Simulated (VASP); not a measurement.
Wanted: the native input for a VASP 6.6.1 run.

```yaml
Task: relaxation of cell and atoms
Functional: LDA
Potentials_or_basis: VASP PAW LDA potentials, release 64 (Ca_sv, O)
Cutoff: 600 eV
k_mesh: 8 × 8 × 8
Occupations: gaussian, width 0.01 eV
Spin: no spin polarisation
Target_pressure: 10 GPa
Dipole_correction: no
Further_INCAR_settings: ALGO = Normal; EDIFF = 1e-06; IBRION = 2; EDIFFG = -0.002; NSW = 100; ISIF = 3
```

The structure of CaO lies in POSCAR:

```
CaO
1.0
    0.0000000000      2.3539483568      2.3539483568
    2.3539483568      0.0000000000      2.3539483568
    2.3539483568      2.3539483568      0.0000000000
Ca O
1 1
Direct
    0.0000000000      0.0000000000      0.0000000000
    0.5000000000      0.5000000000      0.5000000000
```

These files were run (other wordings do the same):

INCAR

```
  ALGO = Normal
  EDIFF = 1E-6
  EDIFFG = -0.002
  ENCUT = 600
  GGA = CA
  IBRION = 2
  ISIF = 3
  ISMEAR = 0
  LASPH = T
  LCHARG = F
  LREAL = F
  LWAVE = F
  NELM = 80
  NSW = 100
  PREC = Accurate
  PSTRESS = 100.0
  SIGMA = 0.01
```

KPOINTS

```
k-points
0
Gamma
  8 8 8
```

Potentials or basis: VASP PAW LDA potentials, release 64 (Ca_sv, O).

Command:

```console
$ cat potpaw_LDA.64/Ca_sv/POTCAR potpaw_LDA.64/O/POTCAR > POTCAR
$ mpirun -np 1 vasp_std > vasp.out
```

Results of the run:

```json
{
  "Relaxed volume": "12.28 Å³/atom",
  "Relaxed cell": "a = 3.262 Å, b = 3.262 Å, c = 3.262 Å, α = 60.00°, β = 60.00°, γ = 60.00°",
  "Space group after relaxing (to 0.1 Å)": "Fm-3m (No. 225)",
  "Energy change on relaxing (the run minimises the enthalpy)": "+24.8 meV/atom",
  "Ionic steps": "6",
  "Pressure after relaxing": "10.0 GPa",
  "Band gap on the k mesh": "3.36 eV (least direct gap 3.69 eV)"
}
```

Caveat: the cell is relaxed towards a set pressure, so the run minimises the enthalpy, not the energy.

Wall time 46 s on 1 thread of Intel(R) Xeon(R) Platinum 8375C CPU @ 2.90GHz (Ice Lake), on a shared host, peak memory 0.15 GiB.
